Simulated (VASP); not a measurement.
Input of a VASP 6.6.1 run:

INCAR

```
SYSTEM = Si2Mo
PREC = Accurate
ENCUT = 520
EDIFF = 1E-6
ISMEAR = 0
SIGMA = 0.15
LREAL = .FALSE.
LASPH = .TRUE.
NELM = 100
ALGO = Normal
ISIF = 2
LWAVE = .FALSE.
LCHARG = .TRUE.
GGA = PS
LELF = .TRUE.
LVHAR = .TRUE.
NBANDS = 18
```

Contents of KPOINTS:

```
regular mesh
0
G
  18 18 18
  0 0 0
```

The input POSCAR:

```
Si2Mo
1.0
   -1.5951226549      1.5951226549      3.9109090651
    1.5951226549     -1.5951226549      3.9109090651
    1.5951226549      1.5951226549     -3.9109090651
Si Mo
2 1
Direct
    0.3350567058      0.3051217037     -0.0299350021
    0.6649432942      0.6707422213      0.0057989271
    0.0000000000      0.0070647386      0.0070647386
```

Potentials or basis: VASP PAW PBE potentials, release 64 (Si, Mo_sv).

Command:

```console
$ cat potpaw_PBE.64/Si/POTCAR potpaw_PBE.64/Mo_sv/POTCAR > POTCAR
$ mpirun -np 1 vasp_std > vasp.out
```

Task: Predict the largest force.

Result: 0.967 eV/Å.

Task: What does it give for the pressure?

Result: 1.1 GPa.

Task: What does it give for the band gap on the k mesh?

Result: Zero (bands 11 and 12 overlap by 0.85 eV).

Forces in eV/Å, atoms in the order of the input:
```
Si   0.966  0.000 -0.053
Si  -0.347  0.000 -0.061
Mo  -0.619  0.000  0.114
```

Caveat: the cell differs from its parent crystal (atoms displaced along several vibrational modes); the PAW data sets were made with another functional, which shifts forces and pressure a little.
